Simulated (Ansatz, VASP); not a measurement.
## Two plane-wave programs on MoS2

```
CELL_PARAMETERS angstrom
3.18507 0.00000 0.00000
-1.59253 2.75835 0.00000
1.18464 0.00000 14.80800
ATOMIC_POSITIONS crystal
Mo 0.66759 0.33519 0.25000
Mo 0.33241 0.66481 0.75000
S 0.70496 0.33149 0.64448
S 0.29504 0.66851 0.35552
S 0.62653 0.33149 0.85552
S 0.37347 0.66851 0.14448
```

Change from the starting cell: shear of c along a, cell held, atoms relaxed: +8.0 %.

Alike in both runs: functional PBE; k mesh 12 × 12 × 2; occupations gaussian, width 0.02 eV; no spin polarisation.

Ansatz relaxed the structure, and its values are those at the end. VASP's run is a single point on that final structure, the one shown.

|  | VASP | Ansatz |
| --- | --- | --- |
| version | VASP 6.6.1 | Ansatz 0.2.0 |
| potentials or method | VASP PAW PBE potentials, release 64 (Mo_sv, S), cutoff 520 eV | scalar-relativistic, plane waves, PAW |
| valence electrons in the cell | 52 | 52 |

Ansatz gave:

```
gap on the k mesh at the Fermi level (eV) : 1.44
least direct gap on the mesh (eV)         : 1.67
pressure (GPa)                            : 0.0
rms of the force components (eV/Å)        : 0.000
```

Problem. Estimate VASP's values.

Solution. gap on the k mesh at the Fermi level (eV): 1.46; least direct gap on the mesh (eV): 1.67; pressure (GPa): -0.1; rms of the force components (eV/Å): 0.005.

Ansatz's warnings: stress scf threshold loose.
